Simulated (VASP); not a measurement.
Wanted: the native input for a VASP 6.6.1 run.

```
Task                   : single point
Functional             : RPBE
Dispersion             : D4
Potentials or basis    : VASP PAW PBE potentials, release 64 (Pd)
Cutoff                 : 520 eV
k mesh                 : 12 × 12 × 12
Occupations            : fermi-dirac, width 0.05 eV
Spin                   : no spin polarisation
Dipole correction      : no
Further INCAR settings : ALGO = Normal; EDIFF = 1e-06; NBANDS = 11
```

The structure of Pd lies in POSCAR:

```
Pd
1.0
    0.0000000000      1.9465000000      1.9465000000
    1.9465000000      0.0000000000      1.9465000000
    1.9465000000      1.9465000000      0.0000000000
Pd
1
Direct
    0.0000000000      0.0000000000      0.0000000000
```

One way to write it, as run:

INCAR

```
PREC = Accurate
ENCUT = 520
EDIFF = 1E-6
ISMEAR = -1
SIGMA = 0.05
LREAL = F
LASPH = T
NELM = 60
ALGO = Normal
ISIF = 2
LWAVE = F
LCHARG = F
GGA = RP
IVDW = 13
NBANDS = 11
```

KPOINTS

```
Automatic mesh
0
Gamma
  12 12 12
```

Potentials or basis: VASP PAW PBE potentials, release 64 (Pd).

The run is started by

```sh
$ cat potpaw_PBE.64/Pd/POTCAR > POTCAR
$ mpirun -np 1 vasp_std > vasp.out
```

Results of the run:

| Quantity | Value |
| --- | --- |
| Pressure | 1.6 GPa |
| Band gap on the k mesh | zero (band 5 reaches 10.16 eV, above the bottom of band 6 at 8.58 eV) |
| Dispersion energy per atom | -0.957 eV |

Caveat: the PAW data sets were made with another functional, which shifts forces and pressure a little; pairwise dispersion overbinds metals, which lowers pressure and volume.

Wall time 8.6 s on 1 thread of Intel Xeon 6975P-C, on a shared host, peak memory 0.13 GiB.
